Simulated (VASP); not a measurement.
# Ir (I4/mmm) in VASP: a series of runs

The runs below take Ir through single point, with LDA.

Program: VASP 6.6.1. These are calculated values, not measurements. Logs are shortened: lines on timing, memory, paths and dates and some standing lists are left out, and cuts for length are marked.

**1. The cell of the first run**

The structure is tetragonal, space group I4/mmm (No. 139). Conventional cell: a = 3.039 Å, b = 3.039 Å, c = 3.156 Å, α = 90.00°, β = 90.00°, γ = 90.00°. Within 3.5 Å of Ir (site symmetry 4/mmm) lie 14 Ir at 2.67 to 3.16 Å.

**2. Single point, LDA (14.57 Å³/atom)**

Input file INCAR:

```
  PREC = Accurate
  ENCUT = 560
  EDIFF = 1E-6
  ISMEAR = 0
  SIGMA = 0.15
  LREAL = False
  LASPH = True
  NELM = 120
  ALGO = Normal
  ISIF = 2
  LWAVE = False
  LCHARG = False
  GGA = CA
  NBANDS = 14
  GGA_COMPAT = False
```

Input file KPOINTS:

```
regular mesh
0
Gamma
  22 22 22
```

Input file POSCAR:

```
Ir
1.0
    0.0000000000      2.1488947607      1.5779334228
    2.1488947607      0.0000000000      1.5779334228
    2.1488947607      2.1488947607      0.0000000000
Ir
1
Direct
    0.0000000000      0.0000000000      0.0000000000
```

Potentials or basis: VASP PAW LDA potentials, release 64 (Ir_sv_GW).

Run with:

```sh
$ cat potpaw_LDA.64/Ir_sv_GW/POTCAR > POTCAR
$ mpirun -np 1 vasp_std > vasp.out
```

OUTCAR:

```text
PREC = Accurate
   ENCUT = 560
   EDIFF = 1E-6
   ISMEAR = 0
   LREAL = False
   LASPH = True
   NELM = 120
   ISIF = 2
   GGA = CA

 ion  position               nearest neighbor table
   1  0.000  0.000  0.000-

  LATTYP: Found a body centered tetragonal cell.
 ALAT       =     3.0389961147
 C/A-ratio  =     1.0384570189

  Lattice vectors:

 A1 = (   0.0000000000,  -2.1488947607,  -1.5779334228)
 A2 = (   0.0000000000,   2.1488947607,  -1.5779334228)
 A3 = (   2.1488947607,   0.0000000000,   1.5779334228)

Analysis of symmetry for initial positions (statically):
=====================================================================
 Subroutine PRICEL returns:
 Original cell was already a primitive cell.

 Routine SETGRP: Setting up the symmetry group for a
 body centered tetragonal supercell.

 Subroutine GETGRP returns: Found 16 space group operations
 (whereof 16 operations were pure point group operations)
 out of a pool of 16 trial point group operations.

The static configuration has the point symmetry D_4h.

Analysis of symmetry for dynamics (positions and initial velocities):
=====================================================================
 Subroutine PRICEL returns:
 Original cell was already a primitive cell.

 Routine SETGRP: Setting up the symmetry group for a
 body centered tetragonal supercell.

 Subroutine GETGRP returns: Found 16 space group operations
 (whereof 16 operations were pure point group operations)
 out of a pool of 16 trial point group operations.

The dynamic configuration has the point symmetry D_4h.

 Subroutine INISYM returns: Found 16 space group operations
 (whereof 16 operations are pure point group operations),
 and found     1 'primitive' translations

----------------------------------------------------------------------------------------

                                     Primitive cell

  volume of cell :      14.5730

  direct lattice vectors                    reciprocal lattice vectors
     0.000000000  2.148894761  1.577933423    -0.232677751  0.232677751  0.316870150
     2.148894761  0.000000000  1.577933423     0.232677751 -0.232677751  0.316870150
     2.148894761  2.148894761  0.000000000     0.232677751  0.232677751 -0.316870150

  length of vectors
     2.666012487  2.666012487  3.038996115     0.456820056  0.456820056  0.456820056

  position of ions in fractional coordinates (direct lattice)
     0.000000000  0.000000000  0.000000000

  ion indices of the primitive-cell ions
   primitive index   ion index
                 1           1

----------------------------------------------------------------------------------------

 KPOINTS: regular mesh

Automatic generation of k-mesh.
 Grid dimensions read from file:
 generate k-points for:   22   22   22

 Generating k-lattice:

  Cartesian coordinates                     Fractional coordinates (reciprocal lattice)
    -0.010576261  0.010576261  0.014403189     0.045454545  0.000000000  0.000000000
     0.010576261 -0.010576261  0.014403189     0.000000000  0.045454545  0.000000000
     0.010576261  0.010576261 -0.014403189     0.000000000  0.000000000  0.045454545

  Length of vectors
     0.020764548  0.020764548  0.020764548

  Shift w.r.t. Gamma in fractional coordinates (k-lattice)
     0.000000000  0.000000000  0.000000000

 Subroutine IBZKPT returns following result:
 ===========================================

 Found    834 irreducible k-points:

 Following reciprocal coordinates:
            Coordinates               Weight
  0.000000  0.000000  0.000000      1.000000
  0.045455 -0.000000  0.000000      8.000000
  0.090909 -0.000000  0.000000      8.000000
  0.136364  0.000000  0.000000      8.000000
  0.181818  0.000000  0.000000      8.000000
  0.227273  0.000000  0.000000      8.000000
[... 16 lines left out ...]
  0.500000  0.045455  0.000000      8.000000
 -0.454545  0.045455  0.000000      8.000000
 [... further k-points ...]
   k-points           NKPTS =    834   k-points in BZ     NKDIM =    834   number of bands    NBANDS=     14
   number of dos      NEDOS =    301   number of ions     NIONS =      1
   total plane-waves  NPLWV =  13824
   dimension x,y,z NGX =    24 NGY =   24 NGZ =   24
   dimension x,y,z NGXF=    48 NGYF=   48 NGZF=   48
   ions per type =               1
   NGX,Y,Z   is equivalent  to a cutoff of  14.97, 14.97, 13.13 a.u.
   NGXF,Y,Z  is equivalent  to a cutoff of  29.93, 29.93, 26.26 a.u.
 SYSTEM =  unknown system
   PREC   = accura    normal or accurate (medium, high low for compatibility)
   ISTART =      0    job   : 0-new  1-cont  2-samecut
   ICHARG =      2    charge: 1-file 2-atom 10-const
   ISPIN  =      1    spin polarized calculation?
   LNONCOLLINEAR =      F non collinear calculations
   LSORBIT =      F    spin-orbit coupling
   LASPH  =      T    aspherical Exc in radial PAW
   ENCUT  =  560.0 eV  41.16 Ry    6.42 a.u.   5.14  5.14  5.86*2*pi/ulx,y,z
   NELM   =    120;   NELMIN=  2; NELMDL= -5     # of ELM steps
   EDIFF  = 0.1E-05   stopping-criterion for ELM
   LREAL  =      F    real-space projection
[... 7 lines left out ...]
   TEBEG  =    0.0;   TEEND  =   0.0 temperature during run
   PSTRESS=    0.0 pullay stress
   NELECT =      17.0000    total number of electrons
   NUPDOWN=      -1.0000    fix difference up-down
   EMIN   =  10.00;   EMAX   =-10.00  energy-range for DOS
   EFERMI =   0.00;   METHOD = LEGACY
   ISMEAR =     0;   SIGMA  =   0.15  broadening in eV -4-tet -1-fermi 0-gaus
   EFERMI_NEDOS =   21; number of points for ismear=-14 and -15
   IALGO  =     38    algorithm
   IMIX   =      4    mixing-type and parameters
     AMIX     =   0.40;   BMIX     =  1.00
     AMIX_MAG =   1.60;   BMIX_MAG =  1.00
  volume/ion in A,a.u.               =      14.57        98.34
  Fermi-wavevector in a.u.,A,eV,Ry     =   1.723355  3.256669 40.408669  2.969953
  Thomas-Fermi vector in A             =   2.799248
   LORBIT       =      0    0 simple, 1 ext, 2 COOP (PROOUT), +10 PAW based schemes
   GGA     = CA    functional components
   LHFCALC =     F    Hartree Fock is set to
   AEXX    =    0.0000 exact exchange contribution
   IVDW    =     0    specifies the selected vdW correction
   LEPSILON=     F    determine dielectric tensor
   LRPA    =     F    only Hartree local field effects (RPA)
 non-spin polarized calculation
 Gauss-broadening in eV      SIGMA  =   0.15
  energy-cutoff  :      560.00
  volume of cell :       14.57
 maximum number of plane-waves:       458
 NGX is ok and might be reduce to    24
   NGX = 11   NGY = 11   NGZ = 11

 number of electron      17.0000000 magnetization

 Free energy of the ion-electron system (eV)
  ---------------------------------------------------
  ext. energy  EPLUGINS =         0.00000000
  ---------------------------------------------------
  free energy    TOTEN  =       -10.25905444 eV

  energy without entropy =      -10.23377438  energy(sigma->0) =      -10.24641441

 E-fermi :  11.8478     XC(G=0): -14.5824

 val. band max:       11.8458368189   @ k =   0.5000   0.0909   0.2727
 cond. band min:      11.8487072289   @ k =  -0.3182   0.3182   0.0455
 fundamental gap:      0.0028704100
 Fermi energy:        11.8477627582

 k-point     1 :       0.0000    0.0000    0.0000
  band No.  band energies     occupation
      1     -80.1857      2.00000
      2     -36.9272      2.00000
      3     -36.9272      2.00000
      4     -36.8183      2.00000
      5       1.3138      2.00000
      6       8.1453      2.00000
      7       8.1453      2.00000
      8       8.5023      2.00000
      9      10.9833      2.00000
     10      11.6101      1.97495
     11      27.5841      0.00000
     12      28.3627      0.00000
     13      28.3627      0.00000
     14      39.4494      0.00000

 k-point     2 :       0.0455   -0.0000    0.0000
  band No.  band energies     occupation
      1     -80.1845      2.00000
      2     -36.9357      2.00000
      3     -36.9323      2.00000
      4     -36.8255      2.00000
      5       1.4081      2.00000
      6       8.1453      2.00000
      7       8.1590      2.00000
      8       8.5283      2.00000
      9      10.9405      2.00000
     10      11.5897      1.98503
     11      27.7026      0.00000
     12      28.4514      0.00000
     13      28.5095      0.00000
     14      37.9107      0.00000

 k-point     3 :       0.0909   -0.0000    0.0000
  band No.  band energies     occupation
      1     -80.1804      2.00000
      2     -36.9658      2.00000
      3     -36.9466      2.00000
      4     -36.8399      2.00000
      5       1.6849      2.00000
      6       8.1126      2.00000
      7       8.1394      2.00000
      8       8.6972      2.00000
      9      10.8231      2.00000
     10      11.5471      1.99541
     11      27.9901      0.00000
     12      28.6858      0.00000
     13      28.9433      0.00000
     14      36.3608      0.00000

 k-point     4 :       0.1364    0.0000    0.0000
  band No.  band energies     occupation
      1     -80.1747      2.00000
      2     -37.0251      2.00000
      3     -36.9696      2.00000
      4     -36.8515      2.00000
      5       2.1239      2.00000
      6       7.9579      2.00000
      7       8.1157      2.00000
      8       9.0656      2.00000
      9      10.6772      2.00000
     10      11.5117      1.99846
     11      28.2558      0.00000
     12      28.9175      0.00000
     13      29.6446      0.00000
     14      35.2056      0.00000

 k-point     5 :       0.1818    0.0000    0.0000
  band No.  band energies     occupation
      1     -80.1671      2.00000
      2     -37.1089      2.00000
      3     -36.9990      2.00000
      4     -36.8577      2.00000
      5       2.6854      2.00000
      6       7.7413      2.00000
      7       8.0766      2.00000
      8       9.5961      2.00000
      9      10.5740      2.00000
     10      11.4975      1.99904
     11      28.2359      0.00000
[... 276 lines left out ...]
 k-point    22 :       0.4545    0.0455    0.0000
  band No.  band energies     occupation
      1     -80.1224      2.00000
      2     -37.5980      2.00000
      3     -37.1715      2.00000
      4     -36.8735      2.00000
      5       4.4647      2.00000
      6       6.6980      2.00000
      7      10.4505      2.00000
      8      10.8335      2.00000
      9      12.6487      0.00000
     10      13.8553      0.00000
     11      20.2149      0.00000
     12      25.0102      0.00000
     13      28.8309      0.00000
     14      35.0767      0.00000

 k-point    23 :       0.5000    0.0455    0.0000
  band No.  band energies     occupation
      1     -80.1211      2.00000
      2     -37.6137      2.00000
      3     -37.1762      2.00000
      4     -36.8735      2.00000
      5       4.4511      2.00000
      6       6.6647      2.00000
      7      10.6205      2.00000
      8      10.8838      2.00000
      9      12.8765      0.00000
     10      14.0329      0.00000
     11      19.7023      0.00000
     12      24.8743      0.00000
     13      28.5423      0.00000
     14      34.8637      0.00000

 k-point    24 :      -0.4545    0.0455    0.0000
  band No.  band energies     occupation
      1     -80.1224      2.00000
      2     -37.6012      2.00000
      3     -37.1712      2.00000
      4     -36.8736      2.00000
      5       4.4628      2.00000
      6       6.6911      2.00000
      7      10.3296      2.00000
      8      11.0715      2.00000
      9      12.6244      0.00000
     10      13.8394      0.00000
     11      20.1428      0.00000
     12      24.9744      0.00000
     13      28.8591      0.00000
     14      34.9357      0.00000

 [... further k-points ...]

------------------------ aborting loop because EDIFF is reached ----------------------------------------

  FORCE on cell =-STRESS in cart. coord.  units (eV):
  Direction    XX          YY          ZZ          XY          YZ          ZX
  --------------------------------------------------------------------------------------
  -------------------------------------------------------------------------------------
  Total       -1.3329877     -1.3329877      0.7316558      0.0000000     -0.0000000      0.0000000
  in kB     -146.5506526   -146.5506526     80.4393258      0.0000000     -0.0000000      0.0000000
  external PRESSURE =     -70.8873265 kB  Pullay stress =       0.0000000 kB

 VOLUME and BASIS-vectors are now :
 -----------------------------------------------------------------------------
  energy-cutoff  :      560.00
  volume of cell :       14.57
      direct lattice vectors                 reciprocal lattice vectors
     0.000000000  2.148894761  1.577933423    -0.232677751  0.232677751  0.316870150
     2.148894761  0.000000000  1.577933423     0.232677751 -0.232677751  0.316870150
     2.148894761  2.148894761  0.000000000     0.232677751  0.232677751 -0.316870150

 POSITION                                       TOTAL-FORCE (eV/Angst)
 -----------------------------------------------------------------------------------
      0.00000      0.00000      0.00000         0.000000      0.000000      0.000000
 -----------------------------------------------------------------------------------
    total drift:                               -0.000000      0.000000      0.000000

  FREE ENERGIE OF THE ION-ELECTRON SYSTEM (eV)
  ---------------------------------------------------
  free  energy   TOTEN  =       -10.2590544377 eV

  energy  without entropy=      -10.2337743807  energy(sigma->0) =      -10.24641441
```

Run time: 2.4 min. Hardware: 1 thread of AMD EPYC 7R43 (Zen 3), shared host; peak memory 0.27 GiB.

What came out:

| Property | Result |
| --- | --- |
| Free energy | -10.2591 eV |
| Pressure | -7.1 GPa |
| Band gap on the k mesh | zero (an odd number of electrons rules out a gap without spin polarisation) |

Levels at points of the mesh, in eV from the Fermi level:
```
           k point  band 4  band 5  band 6  band 7  band 8  band 9  band 10  band 11  band 12  band 13
(0.00, 0.00, 0.00)  -48.67  -10.53   -3.70   -3.70   -3.35   -0.86    -0.24    15.74    16.51    16.51
(0.50, 0.00, 0.00)  -48.71   -7.48   -5.27   -0.96   -0.09   -0.02     2.20     7.87    12.79    16.85
(0.50, 0.50, 0.00)  -49.24   -7.02   -6.98    1.42    1.60    1.60     7.10     8.23     8.23    14.62
(0.50, 0.00, 0.50)  -48.79   -7.42   -5.68   -0.34    0.07    0.15     2.32     8.20    12.46    15.96
```

Caveat: the stress differs along the axes, from -15 to 8 GPa; spin-orbit coupling is left out, which moves the levels of the heavy elements.

**3. Single point, LDA (13.47 Å³/atom)**

This run uses another cell than the first one, of 13.47 Å³/atom.

Input file INCAR:

```
SYSTEM = Ir
  ALGO = Normal
  EDIFF = 1E-6
  ENCUT = 560
  GGA_COMPAT = .False.
  ISIF = 2
  ISMEAR = 0
  LASPH = .True.
  LCHARG = .True.
  LELF = .True.
  LREAL = .False.
  LVHAR = .True.
  LWAVE = .False.
  NBANDS = 14
  NELM = 120
  PREC = Accurate
  SIGMA = 0.15
```

Input file KPOINTS:

```
k-points
0
Gamma
  22 22 22
  0 0 0
```

Input file POSCAR:

```
Ir
1.0
    0.0000000000      2.1476513608      1.4597586300
    2.1476513608      0.0000000000      1.4597586300
    2.1476513608      2.1476513608      0.0000000000
Ir
1
Direct
    0.0000000000      0.0000000000      0.0000000000
```

Potentials or basis: VASP PAW LDA potentials, release 64 (Ir_sv_GW).

Run with:

```sh
$ cat potpaw_LDA.64/Ir_sv_GW/POTCAR > POTCAR
$ mpirun -np 1 vasp_std > vasp.out
```

Run time: 98 s. Hardware: 1 thread of AMD EPYC 9R45 (Zen 5), shared host; peak memory 0.25 GiB.

Results (log left out):

| Property | Result |
| --- | --- |
| Free energy | -10.1944 eV |
| Pressure | 24.9 GPa |
| Band gap on the k mesh | zero (an odd number of electrons rules out a gap without spin polarisation) |

Stress tensor (GPa, compression positive):
```
33.95  0.00  0.00
 0.00 33.95  0.00
 0.00  0.00  6.82
```

Levels at points of the mesh, in eV from the Fermi level:
```csv
k point,band 5,band 6,band 7,band 8,band 9,band 10,band 11,band 12
"(0.00, 0.00, 0.00)",-11.32,-4.31,-3.87,-3.87,-1.04,-0.24,15.89,15.89
"(0.50, 0.00, 0.00)",-8.25,-6.23,-0.65,-0.01,0.15,2.63,9.07,12.56
"(0.50, 0.50, 0.00)",-7.93,-7.86,1.71,1.71,1.93,7.77,7.77,9.02
"(0.50, 0.00, 0.50)",-8.31,-5.74,-1.25,-0.30,-0.14,2.50,8.70,12.87
```

Caveat: the stress differs along the axes, from 7 to 34 GPa; spin-orbit coupling is left out, which moves the levels of the heavy elements.
